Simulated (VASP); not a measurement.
Co13Si7, 20 atoms in the cell. The cell holds a disordered packing, 20 atoms: a = 6.500 Å, b = 6.204 Å, c = 6.360 Å, α = 92.92°, β = 85.17°, γ = 89.87°. 

| Item | Value |
| --- | --- |
| Program | VASP 6.6.1 |
| Task | single point |
| Functional | PBE |
| Potentials or basis | VASP PAW PBE potentials, release 64 (Co, Si) |
| Cutoff | 400 eV |
| k mesh | 1 × 1 × 1, shifted |
| Occupations | fermi-dirac, width 0.1568 eV |
| Spin | no spin polarisation |
| Dipole correction | no |
| Further INCAR settings | LREAL = Auto; ALGO = Normal; EDIFF = 1e-06; NBANDS = 88; ISYM = -1 |

Potentials or basis: VASP PAW PBE potentials, release 64 (Co, Si).

Launch:

```bash
$ cat potpaw_PBE.64/Co/POTCAR potpaw_PBE.64/Si/POTCAR > POTCAR
$ mpirun -np 1 vasp_std > vasp.out
```

Hardware: 1 thread of AMD EPYC 7R43 64-Core Processor (Zen 3) (shared host).

Problem. How long does it take, and how much memory?

Solution. Run time: 3.1 min on 1 thread of AMD EPYC 7R43 64-Core Processor (Zen 3), with other jobs on the host, peak memory 0.21 GiB. Counts: scf iterations 32, k points 1.
